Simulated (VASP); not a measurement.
# TaN (WC type) (P-6m2) in VASP: a series of runs

Runs on TaN (WC type). Level: PBE. Tasks: relaxation of cell and atoms.

Everything below comes from runs of VASP 6.6.1. Logs are shortened: lines on timing, memory, paths and dates and some standing lists are left out, and cuts for length are marked.

## Step 1: The cell of the first run

It takes space group P-6m2 (No. 187, hexagonal). The conventional cell has a = 2.939 Å, b = 2.939 Å, c = 2.880 Å, α = 90.00°, β = 90.00°, γ = 120.00°. Ta (site symmetry -6m2) has 6 N at 2.23 Å and 8 Ta at 2.88 to 2.94 Å within 3.0 Å. Within 3.0 Å of N (site symmetry -6m2) lie 6 Ta at 2.23 Å and 8 N at 2.88 to 2.94 Å.

## Step 2: Relaxation of cell and atoms, PBE, target pressure -0.091 GPa, at which the enthalpy is minimised

INCAR reads:

```
SYSTEM = TaN
ALGO = Normal
EDIFF = 1E-7
EDIFFG = -0.005
ENCUT = 600
GGA = PE
IBRION = 2
ISIF = 3
ISMEAR = -1
LASPH = .True.
LCHARG = .False.
LREAL = .False.
LWAVE = .False.
NELM = 100
NSW = 60
PREC = Accurate
PSTRESS = -0.9099999999999999
SIGMA = 0.08
```

KPOINTS reads:

```
k-points
0
Gamma
  15 15 14
  0 0 0
```

POSCAR reads:

```
TaN
1.0
    2.9392404654      0.0000000000      0.0000000000
   -1.4696202327      2.5454569109      0.0000000000
    0.0000000000      0.0000000000      2.8804556561
Ta N
1 1
Direct
    0.0000000000      0.0000000000      0.0000000000
    0.3333333333      0.6666666667      0.5000000000
```

Potentials or basis: VASP PAW PBE potentials, release 64 (Ta_pv, N).

Command:

```
$ cat potpaw_PBE.64/Ta_pv/POTCAR potpaw_PBE.64/N/POTCAR > POTCAR
$ mpirun -np 1 vasp_std > vasp.out
```

OUTCAR:

```text
SYSTEM = TaN
   EDIFF = 1E-7
   EDIFFG = -0.005
   ENCUT = 600
   GGA = PE
   IBRION = 2
   ISIF = 3
   ISMEAR = -1
   LASPH = .True.
   LREAL = .False.
   NELM = 100
   NSW = 60
   PREC = Accurate
   PSTRESS = -0.9099999999999999

 ion  position               nearest neighbor table
   1  0.000  0.000  0.000-   2 2.23   2 2.23   2 2.23   2 2.23   2 2.23   2 2.23
   2  0.333  0.667  0.500-   1 2.23   1 2.23   1 2.23   1 2.23   1 2.23   1 2.23

  LATTYP: Found a hexagonal cell.
 ALAT       =     2.9392404654
 C/A-ratio  =     0.9800000000

  Lattice vectors:

 A1 = (   2.9392404654,   0.0000000000,   0.0000000000)
 A2 = (  -1.4696202327,   2.5454569109,   0.0000000000)
 A3 = (   0.0000000000,   0.0000000000,   2.8804556561)

Analysis of symmetry for initial positions (statically):
=====================================================================
 Subroutine PRICEL returns:
 Original cell was already a primitive cell.

 Routine SETGRP: Setting up the symmetry group for a
 hexagonal supercell.

 Subroutine GETGRP returns: Found 12 space group operations
 (whereof 12 operations were pure point group operations)
 out of a pool of 24 trial point group operations.

The static configuration has the point symmetry D_3h.

Analysis of symmetry for dynamics (positions and initial velocities):
=====================================================================
 Subroutine PRICEL returns:
 Original cell was already a primitive cell.

 Routine SETGRP: Setting up the symmetry group for a
 hexagonal supercell.

 Subroutine GETGRP returns: Found 12 space group operations
 (whereof 12 operations were pure point group operations)
 out of a pool of 24 trial point group operations.

The dynamic configuration has the point symmetry D_3h.

 Subroutine INISYM returns: Found 12 space group operations
 (whereof 12 operations are pure point group operations),
 and found     1 'primitive' translations

----------------------------------------------------------------------------------------

                                     Primitive cell

  volume of cell :      21.5507

  direct lattice vectors                    reciprocal lattice vectors
     2.939240465  0.000000000  0.000000000     0.340223950  0.196428389  0.000000000
    -1.469620233  2.545456911  0.000000000     0.000000000  0.392856778  0.000000000
     0.000000000  0.000000000  2.880455656     0.000000000  0.000000000  0.347167296

  length of vectors
     2.939240465  2.939240465  2.880455656     0.392856778  0.392856778  0.347167296

  position of ions in fractional coordinates (direct lattice)
     0.000000000  0.000000000  0.000000000
     0.333333333  0.666666667  0.500000000

  ion indices of the primitive-cell ions
   primitive index   ion index
                 1           1
                 2           2

----------------------------------------------------------------------------------------

 KPOINTS: k-points

Automatic generation of k-mesh.
 Grid dimensions read from file:
 generate k-points for:   15   15   14

 Generating k-lattice:

  Cartesian coordinates                     Fractional coordinates (reciprocal lattice)
     0.022681597  0.013095226  0.000000000     0.066666667 -0.000000000  0.000000000
     0.000000000  0.026190452  0.000000000     0.000000000  0.066666667  0.000000000
     0.000000000  0.000000000  0.024797664     0.000000000  0.000000000  0.071428571

  Length of vectors
     0.026190452  0.026190452  0.024797664

  Shift w.r.t. Gamma in fractional coordinates (k-lattice)
     0.000000000  0.000000000  0.000000000

 Subroutine IBZKPT returns following result:
 ===========================================

 Found    216 irreducible k-points:

 Following reciprocal coordinates:
            Coordinates               Weight
  0.000000  0.000000  0.000000      1.000000
  0.066667  0.000000  0.000000      6.000000
  0.133333  0.000000  0.000000      6.000000
  0.200000  0.000000  0.000000      6.000000
  0.266667  0.000000  0.000000      6.000000
  0.333333  0.000000  0.000000      6.000000
[... 16 lines left out ...]
  0.333333  0.200000  0.000000     12.000000
  0.400000  0.200000  0.000000      6.000000
 [... further k-points ...]
   k-points           NKPTS =    216   k-points in BZ     NKDIM =    216   number of bands    NBANDS=     12
   number of dos      NEDOS =    301   number of ions     NIONS =      2
   total plane-waves  NPLWV =  13824
   dimension x,y,z NGX =    24 NGY =   24 NGZ =   24
   dimension x,y,z NGXF=    48 NGYF=   48 NGZF=   48
   ions per type =               1   1
   NGX,Y,Z   is equivalent  to a cutoff of  13.57, 13.57, 13.85 a.u.
   NGXF,Y,Z  is equivalent  to a cutoff of  27.15, 27.15, 27.70 a.u.
 SYSTEM =  TaN
   PREC   = accura    normal or accurate (medium, high low for compatibility)
   ISTART =      0    job   : 0-new  1-cont  2-samecut
   ICHARG =      2    charge: 1-file 2-atom 10-const
   ISPIN  =      1    spin polarized calculation?
   LNONCOLLINEAR =      F non collinear calculations
   LSORBIT =      F    spin-orbit coupling
   LASPH  =      T    aspherical Exc in radial PAW
   ENCUT  =  600.0 eV  44.10 Ry    6.64 a.u.   5.87  5.87  5.75*2*pi/ulx,y,z
   NELM   =    100;   NELMIN=  2; NELMDL= -5     # of ELM steps
   EDIFF  = 0.1E-06   stopping-criterion for ELM
   LREAL  =      F    real-space projection
   EDIFFG = -.5E-02   stopping-criterion for IOM
   NSW    =     60    number of steps for IOM
   IBRION =      2    ionic relax: 0-MD 1-quasi-New 2-CG
   NFREE  =      1    steps in history (QN), initial steepest desc. (CG)
   ISIF   =      3    stress and relaxation
   ISYM   =      2    0-nonsym 1-usesym 2-fastsym
   POTIM  = 0.5000    time-step for ionic-motion
   TEBEG  =    0.0;   TEEND  =   0.0 temperature during run
   PSTRESS=   -0.9 pullay stress
   NELECT =      16.0000    total number of electrons
   NUPDOWN=      -1.0000    fix difference up-down
   EMIN   =  10.00;   EMAX   =-10.00  energy-range for DOS
   EFERMI =   0.00;   METHOD = LEGACY
   ISMEAR =    -1;   SIGMA  =   0.08  broadening in eV -4-tet -1-fermi 0-gaus
   EFERMI_NEDOS =   21; number of points for ismear=-14 and -15
   IALGO  =     38    algorithm
   IMIX   =      4    mixing-type and parameters
     AMIX     =   0.40;   BMIX     =  1.00
     AMIX_MAG =   1.60;   BMIX_MAG =  1.00
  volume/ion in A,a.u.               =      10.78        72.72
  Fermi-wavevector in a.u.,A,eV,Ry     =   1.482384  2.801300 29.898302  2.197463
  Thomas-Fermi vector in A             =   2.596177
   LORBIT       =      0    0 simple, 1 ext, 2 COOP (PROOUT), +10 PAW based schemes
   GGA     = PE    functional components
   LHFCALC =     F    Hartree Fock is set to
   AEXX    =    0.0000 exact exchange contribution
   IVDW    =     0    specifies the selected vdW correction
   LEPSILON=     F    determine dielectric tensor
   LRPA    =     F    only Hartree local field effects (RPA)
 conjugate gradient relaxation of ions
 non-spin polarized calculation
  energy-cutoff  :      600.00
  volume of cell :       21.55
 maximum number of plane-waves:       734
 NGX is ok and might be reduce to    24
   NGX = 11   NGY = 11   NGZ = 11

--------------------------------------- Ionic step        1  -------------------------------------------

 number of electron      16.0000001 magnetization

 Free energy of the ion-electron system (eV)
  ---------------------------------------------------
  ext. energy  EPLUGINS =         0.00000000
  ---------------------------------------------------
  free energy    TOTEN  =       -22.44296377 eV

  energy without entropy =      -22.44152061  energy(sigma->0) =      -22.44224219

------------------------ aborting loop because EDIFF is reached ----------------------------------------

  FORCE on cell =-STRESS in cart. coord.  units (eV):
  Direction    XX          YY          ZZ          XY          YZ          ZX
  --------------------------------------------------------------------------------------
  -------------------------------------------------------------------------------------
  Total        0.6230159      0.6230159      0.9101881      0.0000000      0.0000000      0.0000000
  in kB       46.3177736     46.3177736     67.6674270      0.0000000      0.0000000      0.0000000
  external PRESSURE =      54.3443248 kB  Pullay stress =      -0.9100000 kB
[... 175 lines left out ...]
  enthalpy is  TOTEN    =       -22.4609846225 eV   P V=       -0.0124273434

--------------------------------------- Ionic step        6  -------------------------------------------

 number of electron      16.0000001 magnetization

 Free energy of the ion-electron system (eV)
  ---------------------------------------------------
  ext. energy  EPLUGINS =         0.00000000
  ---------------------------------------------------
  free energy    TOTEN  =       -22.44855867 eV

  energy without entropy =      -22.44711776  energy(sigma->0) =      -22.44783822

 E-fermi :   8.0944     XC(G=0): -13.2626

 val. band max:        8.0526947193   @ k =   0.0000   0.0000   0.4286
 cond. band min:       8.1662317142   @ k =   0.0667   0.0000   0.5000
 fundamental gap:      0.1135369949
 Fermi energy:         8.0944331909

 k-point     1 :       0.0000    0.0000    0.0000
  band No.  band energies     occupation
      1     -26.7994      2.00000
      2     -26.5391      2.00000
      3     -26.5391      2.00000
      4      -9.5692      2.00000
      5       3.6064      2.00000
      6       3.6064      2.00000
      7       3.9538      2.00000
      8       5.1809      2.00000
      9      10.2018      0.00000
     10      11.6047      0.00000
     11      11.6047      0.00000
     12      12.0110      0.00000
[... 331 lines left out ...]
 k-point    24 :       0.4000    0.2000    0.0000
  band No.  band energies     occupation
      1     -27.4051      2.00000
      2     -26.9788      2.00000
      3     -26.6538      2.00000
      4      -7.1144      2.00000
      5       0.3128      2.00000
      6       3.0029      2.00000
      7       3.0781      2.00000
      8       6.8950      2.00000
      9       9.5958      0.00000
     10      10.5709      0.00000
     11      11.4219      0.00000
     12      14.9382      0.00000

 [... further k-points ...]

------------------------ aborting loop because EDIFF is reached ----------------------------------------

  FORCE on cell =-STRESS in cart. coord.  units (eV):
  Direction    XX          YY          ZZ          XY          YZ          ZX
  --------------------------------------------------------------------------------------
  -------------------------------------------------------------------------------------
  Total       -0.0077530     -0.0077530     -0.0064286      0.0000000      0.0000000     -0.0000000
  in kB       -0.5676850     -0.5676850     -0.4707060      0.0000000      0.0000000     -0.0000000
  external PRESSURE =       0.3746414 kB  Pullay stress =      -0.9100000 kB
[... 17 lines left out ...]
  FREE ENERGIE OF THE ION-ELECTRON SYSTEM (eV)
  ---------------------------------------------------
  free  energy   TOTEN  =       -22.4485586712 eV

  energy  without entropy=      -22.4471177650  energy(sigma->0) =      -22.44783822

  enthalpy is  TOTEN    =       -22.4609867762 eV   P V=       -0.0124281050

 reached required accuracy - stopping structural energy minimisation
```

It took 3.6 min on 1 thread of Intel Xeon 8259CL, shared host; peak memory 0.21 GiB.

What came out:

| Quantity | Value |
| --- | --- |
| Free energy | -22.4486 eV |
| Relaxed volume | 10.94 Å³/atom |
| Relaxed cell | a = 2.952 Å, b = 2.952 Å, c = 2.900 Å, α = 90.00°, β = 90.00°, γ = 120.00° |
| Space group after relaxing (to 0.1 Å) | P-6m2 (No. 187) |
| Energy change on relaxing (the run minimises the enthalpy) | -2.8 meV/atom |
| Ionic steps | 6 |
| Pressure after relaxing | -0.1 GPa |
| Band gap on the k mesh | zero (bands 8 and 9 overlap by 0.29 eV) |

The path:
| step | energy change (eV) | largest force (eV/Å) | pressure (GPa) | volume (Å³) |
| --- | --- | --- | --- | --- |
| 1 | 0.0000 | 0.0000 | 5.34 | 21.55 |
| 2 | 0.0269 | 0.0000 | -11.77 | 22.71 |
| 3 | -0.0056 | 0.0000 | -0.18 | 21.89 |
| 4 | -0.0056 | 0.0000 | -0.07 | 21.88 |
| 5 | -0.0056 | 0.0000 | -0.03 | 21.88 |
| 6 | -0.0056 | 0.0000 | -0.05 | 21.88 |

Final structure:
```
Ta N
1.0
     2.95186    0.00000    0.00000
    -1.47593    2.55639    0.00000
     0.00000    0.00000    2.89969
Ta N
1 1
Direct
  0.00000 0.00000 0.00000
  0.33333 0.66667 0.50000
```

Caveat: the cell is relaxed towards a set pressure, so the run minimises the enthalpy, not the energy; spin-orbit coupling is left out, which moves the levels of the heavy elements.

## Step 3: Relaxation of cell and atoms, PBE, target pressure -0.091 GPa, at which the enthalpy is minimised

This run uses another cell than the first one, of 10.92 Å³/atom.

INCAR reads:

```
SYSTEM = TaN
PREC = Accurate
ENCUT = 600
EDIFF = 1E-7
ISMEAR = -1
SIGMA = 0.08
LREAL = .False.
LASPH = .True.
NELM = 80
ALGO = Normal
ISIF = 3
LWAVE = .False.
LCHARG = .False.
GGA = PE
IBRION = 2
NSW = 32
EDIFFG = -0.005
PSTRESS = -0.9099999999999999
```

KPOINTS reads:

```
Automatic mesh
0
Gamma
  15 15 14
  0 0 0
```

POSCAR reads:

```
TaN
1.0
    2.9505141135      0.0000000000      0.0000000000
   -1.4752570568      2.5552201766      0.0000000000
    0.0000000000      0.0000000000      2.8979419819
Ta N
1 1
Direct
    0.0000000000      0.0000000000      0.0000000000
    0.3333333333      0.6666666667      0.5000000000
```

Potentials or basis: VASP PAW PBE potentials, release 64 (Ta_pv, N).

Command:

```
$ cat potpaw_PBE.64/Ta_pv/POTCAR potpaw_PBE.64/N/POTCAR > POTCAR
$ mpirun -np 1 vasp_std > vasp.out
```

Wall time 2.2 min (1 thread of Intel Xeon 8259CL, shared host); peak memory 0.21 GiB.

The run converged. Its results:

```yaml
Free_energy: -22.4490 eV
Relaxed_volume: 10.94 Å³/atom
Relaxed_cell: a = 2.952 Å, b = 2.952 Å, c = 2.900 Å, α = 90.00°, β = 90.00°, γ = 120.00°
Space_group_after_relaxing_to_0.1_Å: P-6m2 (No. 187)
Energy_change_on_relaxing_the_run_minimises_the_enthalpy: -0.0 meV/atom
Ionic_steps: 3
Pressure_after_relaxing: -0.1 GPa
Band_gap_on_the_k_mesh: zero (bands 8 and 9 overlap by 0.29 eV)
```

Final structure:
```xyz
2
Lattice="2.9519 0.0000 0.0000 -1.4760 2.5564 0.0000 0.0000 0.0000 2.8998" Properties=species:S:1:pos:R:3 pbc="T T T"
Ta   -1.4760    2.5564    2.8998
N     0.0000    1.7043    1.4499
```

Levels at points of the mesh, in eV from the Fermi level:
```tsv
k point	band 5	band 6	band 7	band 8	band 9	band 10	band 11	band 12
(0.00, 0.00, 0.00)	-4.49	-4.49	-4.14	-2.91	2.11	3.51	3.51	3.92
(0.00, 0.00, 0.50)	-9.26	-3.69	-3.69	-0.08	-0.08	2.34	3.30	3.30
```

Caveat: the cell is relaxed towards a set pressure, so the run minimises the enthalpy, not the energy; spin-orbit coupling is left out, which moves the levels of the heavy elements.

The gap in the log of VASP goes by the Fermi energy; the results here count the filled bands.